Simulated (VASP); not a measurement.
Crystal: TiO2.

```
Ti O
1.0
     6.23455   -1.90825    0.00000
     6.23455    1.90825    0.00000
    -1.95370    0.00000    6.41225
Ti O
4 8
Direct
  0.90007 0.90007 0.28960
  0.19529 0.19529 0.28376
  0.09993 0.09993 0.71040
  0.80471 0.80471 0.71624
  0.36193 0.36193 0.29340
  0.26349 0.26349 0.65250
  0.86719 0.86719 0.99529
  0.73651 0.73651 0.34750
  0.94165 0.94165 0.63002
  0.13281 0.13281 0.00471
  0.63807 0.63807 0.70660
  0.05835 0.05835 0.36998
```

Base run:

| Property | Result |
| --- | --- |
| Program | VASP 6.6.1 |
| Functional | revPBE |
| Dispersion | D4 |
| Potentials or basis | VASP PAW PBE potentials, release 64 (Ti_sv, O) |
| Cutoff | 520 eV |
| k mesh | 8 × 8 × 4 |
| Occupations | fermi-dirac, width 0.05 eV |
| Spin | no spin polarisation |

Its results: band gap on the k mesh 2.62 eV (least direct gap 2.77 eV); pressure -10.5 GPa; largest force 0.475 eV/Å.

Problem. The run is repeated on the same cell with these changes: functional from revPBE to BLYP. What comes out?

Solution. Band gap on the k mesh 2.57 eV (least direct gap 2.73 eV); pressure -8.2 GPa; largest force 0.410 eV/Å.

Caveats: the cell stands under tension; the PAW data sets were made with another functional, which shifts forces and pressure a little.

A k mesh can miss the band edges.
